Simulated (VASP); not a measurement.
# AlTl2 (P6/mmm) in VASP: further runs

Runs on AlTl2. Level: PBE. Tasks: single point, relaxation of cell and atoms.

All numbers are computed with VASP 6.6.1; they aren't measurements. Logs are shortened: lines on timing, memory, paths and dates and some standing lists are left out, and cuts for length are marked.

### 1 The cell of the first run

Symmetry: P6/mmm, No. 191, hexagonal system. Conventional cell: a = 5.473 Å, b = 5.473 Å, c = 3.200 Å, α = 90.00°, β = 90.00°, γ = 120.00°. Within 4.2 Å of Al (site symmetry 6/mmm) lie 2 Al at 3.20 Å and 12 Tl at 3.54 Å. Within 4.2 Å of Tl (site symmetry -6m2) lie 5 Tl at 3.16 to 3.20 Å and 6 Al at 3.54 Å.

The cell was generated, and may not be a known phase.

### 2 Single point, PBE

Input file INCAR:

```
ALGO = Normal
EDIFF = 1E-6
ENCUT = 520
GGA = PE
ISIF = 2
ISMEAR = 0
LASPH = True
LCHARG = False
LREAL = False
LWAVE = False
NBANDS = 22
NELM = 100
PREC = Accurate
SIGMA = 0.1
```

Input file KPOINTS:

```
k-points
0
Gamma
  6 6 6
```

Input file POSCAR:

```
AlTl2
1.0
    5.4734703140      0.0000000000      0.0000000000
   -2.7367351570      4.7401643388      0.0000000000
    0.0000000000      0.0000000000      3.1997172919
Al Tl
1 2
Direct
    0.0000000000      0.0000000000      0.0000000000
    0.3333333333      0.6666666667      0.5000000000
    0.6666666667      0.3333333333      0.5000000000
```

Potentials or basis: VASP PAW PBE potentials, release 64 (Al, Tl_d).

Command:

```bash
$ cat potpaw_PBE.64/Al/POTCAR potpaw_PBE.64/Tl_d/POTCAR > POTCAR
$ mpirun -np 1 vasp_std > vasp.out
```

OUTCAR:

```text
EDIFF = 1E-6
   ENCUT = 520
   GGA = PE
   ISIF = 2
   ISMEAR = 0
   LASPH = True
   LREAL = False
   NELM = 100
   PREC = Accurate

 ion  position               nearest neighbor table
   1  0.000  0.000  0.000-   2 3.54   3 3.54   2 3.54   3 3.54   3 3.54   3 3.54   2 3.54   2 3.54
                             3 3.54   3 3.54   2 3.54   2 3.54
   2  0.333  0.667  0.500-   3 3.16   3 3.16   3 3.16   1 3.54   1 3.54   1 3.54   1 3.54   1 3.54
                             1 3.54
   3  0.667  0.333  0.500-   2 3.16   2 3.16   2 3.16   1 3.54   1 3.54   1 3.54   1 3.54   1 3.54
                             1 3.54

  LATTYP: Found a hexagonal cell.
 ALAT       =     5.4734703140
 C/A-ratio  =     0.5845865801

  Lattice vectors:

 A1 = (   5.4734703140,   0.0000000000,   0.0000000000)
 A2 = (  -2.7367351570,   4.7401643388,   0.0000000000)
 A3 = (   0.0000000000,   0.0000000000,   3.1997172919)

Analysis of symmetry for initial positions (statically):
=====================================================================
 Subroutine PRICEL returns:
 Original cell was already a primitive cell.

 Routine SETGRP: Setting up the symmetry group for a
 hexagonal supercell.

 Subroutine GETGRP returns: Found 24 space group operations
 (whereof 24 operations were pure point group operations)
 out of a pool of 24 trial point group operations.

The static configuration has the point symmetry D_6h.

Analysis of symmetry for dynamics (positions and initial velocities):
=====================================================================
 Subroutine PRICEL returns:
 Original cell was already a primitive cell.

 Routine SETGRP: Setting up the symmetry group for a
 hexagonal supercell.

 Subroutine GETGRP returns: Found 24 space group operations
 (whereof 24 operations were pure point group operations)
 out of a pool of 24 trial point group operations.

The dynamic configuration has the point symmetry D_6h.

 Subroutine INISYM returns: Found 24 space group operations
 (whereof 24 operations are pure point group operations),
 and found     1 'primitive' translations

----------------------------------------------------------------------------------------

                                     Primitive cell

  volume of cell :      83.0171

  direct lattice vectors                    reciprocal lattice vectors
     5.473470314  0.000000000  0.000000000     0.182699447  0.105481575  0.000000000
    -2.736735157  4.740164339  0.000000000     0.000000000  0.210963150  0.000000000
     0.000000000  0.000000000  3.199717292     0.000000000  0.000000000  0.312527611

  length of vectors
     5.473470314  5.473470314  3.199717292     0.210963150  0.210963150  0.312527611

  position of ions in fractional coordinates (direct lattice)
     0.000000000  0.000000000  0.000000000
     0.333333333  0.666666667  0.500000000
     0.666666667  0.333333333  0.500000000

  ion indices of the primitive-cell ions
   primitive index   ion index
                 1           1
                 2           2
                 3           3

----------------------------------------------------------------------------------------

 KPOINTS: k-points

Automatic generation of k-mesh.
 Grid dimensions read from file:
 generate k-points for:    6    6    6

 Generating k-lattice:

  Cartesian coordinates                     Fractional coordinates (reciprocal lattice)
     0.030449908  0.017580262  0.000000000     0.166666667 -0.000000000  0.000000000
     0.000000000  0.035160525  0.000000000     0.000000000  0.166666667  0.000000000
     0.000000000  0.000000000  0.052087935     0.000000000  0.000000000  0.166666667

  Length of vectors
     0.035160525  0.035160525  0.052087935

  Shift w.r.t. Gamma in fractional coordinates (k-lattice)
     0.000000000  0.000000000  0.000000000

 Subroutine IBZKPT returns following result:
 ===========================================

 Found     28 irreducible k-points:

 Following reciprocal coordinates:
            Coordinates               Weight
  0.000000  0.000000  0.000000      1.000000
  0.166667 -0.000000  0.000000      6.000000
  0.333333 -0.000000  0.000000      6.000000
  0.500000 -0.000000  0.000000      3.000000
  0.166667  0.166667  0.000000      6.000000
  0.333333  0.166667  0.000000     12.000000
[... 16 lines left out ...]
  0.166667 -0.000000  0.500000      6.000000
  0.333333 -0.000000  0.500000      6.000000
 [... further k-points ...]
   k-points           NKPTS =     28   k-points in BZ     NKDIM =     28   number of bands    NBANDS=     22
   number of dos      NEDOS =    301   number of ions     NIONS =      3
   total plane-waves  NPLWV =  42336
   dimension x,y,z NGX =    42 NGY =   42 NGZ =   24
   dimension x,y,z NGXF=    84 NGYF=   84 NGZF=   48
   ions per type =               1   2
   NGX,Y,Z   is equivalent  to a cutoff of  12.76, 12.76, 12.47 a.u.
   NGXF,Y,Z  is equivalent  to a cutoff of  25.51, 25.51, 24.94 a.u.
 SYSTEM =  unknown system
   PREC   = accura    normal or accurate (medium, high low for compatibility)
   ISTART =      0    job   : 0-new  1-cont  2-samecut
   ICHARG =      2    charge: 1-file 2-atom 10-const
   ISPIN  =      1    spin polarized calculation?
   LNONCOLLINEAR =      F non collinear calculations
   LSORBIT =      F    spin-orbit coupling
   LASPH  =      T    aspherical Exc in radial PAW
   ENCUT  =  520.0 eV  38.22 Ry    6.18 a.u.  10.18 10.18  5.95*2*pi/ulx,y,z
   NELM   =    100;   NELMIN=  2; NELMDL= -5     # of ELM steps
   EDIFF  = 0.1E-05   stopping-criterion for ELM
   LREAL  =      F    real-space projection
   EDIFFG = 0.1E-04   stopping-criterion for IOM
   NSW    =      0    number of steps for IOM
   IBRION =     -1    ionic relax: 0-MD 1-quasi-New 2-CG
   NFREE  =      0    steps in history (QN), initial steepest desc. (CG)
   ISIF   =      2    stress and relaxation
   ISYM   =      2    0-nonsym 1-usesym 2-fastsym
   POTIM  = 0.5000    time-step for ionic-motion
   TEBEG  =    0.0;   TEEND  =   0.0 temperature during run
   PSTRESS=    0.0 pullay stress
   NELECT =      29.0000    total number of electrons
   NUPDOWN=      -1.0000    fix difference up-down
   EMIN   =  10.00;   EMAX   =-10.00  energy-range for DOS
   EFERMI =   0.00;   METHOD = LEGACY
   ISMEAR =     0;   SIGMA  =   0.10  broadening in eV -4-tet -1-fermi 0-gaus
   EFERMI_NEDOS =   21; number of points for ismear=-14 and -15
   IALGO  =     38    algorithm
   IMIX   =      4    mixing-type and parameters
     AMIX     =   0.40;   BMIX     =  1.00
     AMIX_MAG =   1.60;   BMIX_MAG =  1.00
  volume/ion in A,a.u.               =      27.67       186.74
  Fermi-wavevector in a.u.,A,eV,Ry     =   1.152971  2.178799 18.086786  1.329341
  Thomas-Fermi vector in A             =   2.289618
   LORBIT       =      0    0 simple, 1 ext, 2 COOP (PROOUT), +10 PAW based schemes
   GGA     = PE    functional components
   LHFCALC =     F    Hartree Fock is set to
   AEXX    =    0.0000 exact exchange contribution
   IVDW    =     0    specifies the selected vdW correction
   LEPSILON=     F    determine dielectric tensor
   LRPA    =     F    only Hartree local field effects (RPA)
 non-spin polarized calculation
 Gauss-broadening in eV      SIGMA  =   0.10
  energy-cutoff  :      520.00
  volume of cell :       83.02
 maximum number of plane-waves:      2250
 NGX is ok and might be reduce to    42
   NGX = 21   NGY = 21   NGZ = 11

 number of electron      29.0000009 magnetization

 Free energy of the ion-electron system (eV)
  ---------------------------------------------------
  ext. energy  EPLUGINS =         0.00000000
  ---------------------------------------------------
  free energy    TOTEN  =        -7.32804902 eV

  energy without entropy =       -7.32324219  energy(sigma->0) =       -7.32564560

 E-fermi :   5.8422     XC(G=0):  -9.7131

 val. band max:        5.7992586706   @ k =   0.5000  -0.0000   0.3333
 cond. band min:       5.8654459924   @ k =   0.1667   0.1667   0.5000
 fundamental gap:      0.0661873217
 Fermi energy:         5.8422055758

 k-point     1 :       0.0000    0.0000    0.0000
  band No.  band energies     occupation
      1      -6.2635      2.00000
      2      -6.0050      2.00000
      3      -5.7992      2.00000
      4      -5.7992      2.00000
      5      -5.6024      2.00000
      6      -5.6024      2.00000
[... 14 lines left out ...]
     21      15.6043      0.00000
     22      15.8875      0.00000

 k-point     2 :       0.1667   -0.0000    0.0000
  band No.  band energies     occupation
      1      -6.2517      2.00000
      2      -6.0325      2.00000
      3      -5.8697      2.00000
      4      -5.8401      2.00000
      5      -5.5569      2.00000
      6      -5.5560      2.00000
[... 14 lines left out ...]
     21      14.5896      0.00000
     22      15.3578      0.00000

 k-point     3 :       0.3333   -0.0000    0.0000
  band No.  band energies     occupation
      1      -6.2209      2.00000
      2      -6.0981      2.00000
      3      -5.9514      2.00000
      4      -5.8890      2.00000
      5      -5.5657      2.00000
      6      -5.5202      2.00000
[... 14 lines left out ...]
     21      14.1541      0.00000
     22      14.3762      0.00000
[... 476 lines left out ...]
 k-point    23 :       0.1667   -0.0000    0.5000
  band No.  band energies     occupation
      1      -5.9760      2.00000
      2      -5.9555      2.00000
      3      -5.8085      2.00000
      4      -5.8073      2.00000
      5      -5.6814      2.00000
      6      -5.6784      2.00000
[... 14 lines left out ...]
     21      10.2668      0.00000
     22      10.7700      0.00000

 k-point    24 :       0.3333   -0.0000    0.5000
  band No.  band energies     occupation
      1      -5.9975      2.00000
      2      -5.9375      2.00000
      3      -5.8968      2.00000
      4      -5.8863      2.00000
      5      -5.7175      2.00000
      6      -5.6715      2.00000
[... 14 lines left out ...]
     21      12.0244      0.00000
     22      12.9431      0.00000

 [... further k-points ...]

------------------------ aborting loop because EDIFF is reached ----------------------------------------

  FORCE on cell =-STRESS in cart. coord.  units (eV):
  Direction    XX          YY          ZZ          XY          YZ          ZX
  --------------------------------------------------------------------------------------
  -------------------------------------------------------------------------------------
  Total       -0.0200937     -0.0200937      0.0301564      0.0000000     -0.0000000      0.0000000
  in kB       -0.3877954     -0.3877954      0.5819990      0.0000000     -0.0000000      0.0000000
  external PRESSURE =      -0.0645306 kB  Pullay stress =       0.0000000 kB

 VOLUME and BASIS-vectors are now :
 -----------------------------------------------------------------------------
  energy-cutoff  :      520.00
  volume of cell :       83.02
      direct lattice vectors                 reciprocal lattice vectors
     5.473470314  0.000000000  0.000000000     0.182699447  0.105481575  0.000000000
    -2.736735157  4.740164339  0.000000000     0.000000000  0.210963150  0.000000000
     0.000000000  0.000000000  3.199717292     0.000000000  0.000000000  0.312527611

 POSITION                                       TOTAL-FORCE (eV/Angst)
 -----------------------------------------------------------------------------------
      0.00000      0.00000      0.00000        -0.000000      0.000000     -0.000000
     -0.00000      3.16011      1.59986         0.000000      0.000000      0.000000
      2.73674      1.58005      1.59986        -0.000000      0.000000     -0.000000
 -----------------------------------------------------------------------------------
    total drift:                                0.000000      0.000000     -0.000000

  FREE ENERGIE OF THE ION-ELECTRON SYSTEM (eV)
  ---------------------------------------------------
  free  energy   TOTEN  =        -7.3280490196 eV

  energy  without entropy=       -7.3232421893  energy(sigma->0) =       -7.32564560
```

Wall time 24 s (1 thread of AMD EPYC 9R45 (Zen 5), shared host); peak memory 0.18 GiB.

What came out:

```yaml
Free_energy: -7.3280 eV
Pressure: 0.0 GPa
Band_gap_on_the_k_mesh: zero (an odd number of electrons rules out a gap without spin polarisation)
```

Levels at points of the mesh, in eV from the Fermi level:
```tsv
k point	band 10	band 11	band 12	band 13	band 14	band 15	band 16	band 17	band 18	band 19
(0.00, 0.00, 0.00)	-11.19	-9.76	-4.27	-3.28	-0.98	-0.98	-0.65	-0.65	5.49	7.89
(0.50, 0.00, 0.00)	-11.17	-8.23	-7.50	-4.46	-2.90	2.52	2.96	4.22	4.59	5.89
(0.00, 0.00, 0.50)	-10.89	-6.34	-4.43	-1.39	0.37	1.03	1.37	1.83	1.83	2.33
(0.50, 0.00, 0.50)	-11.00	-5.17	-4.30	-2.71	-2.32	-0.87	0.07	0.29	2.08	5.45
```

Caveat: spin-orbit coupling is left out, which moves the levels of the heavy elements.

(Part 1 of 2 ends here.)

The gap in the log of VASP goes by the Fermi energy; the results here count the filled bands.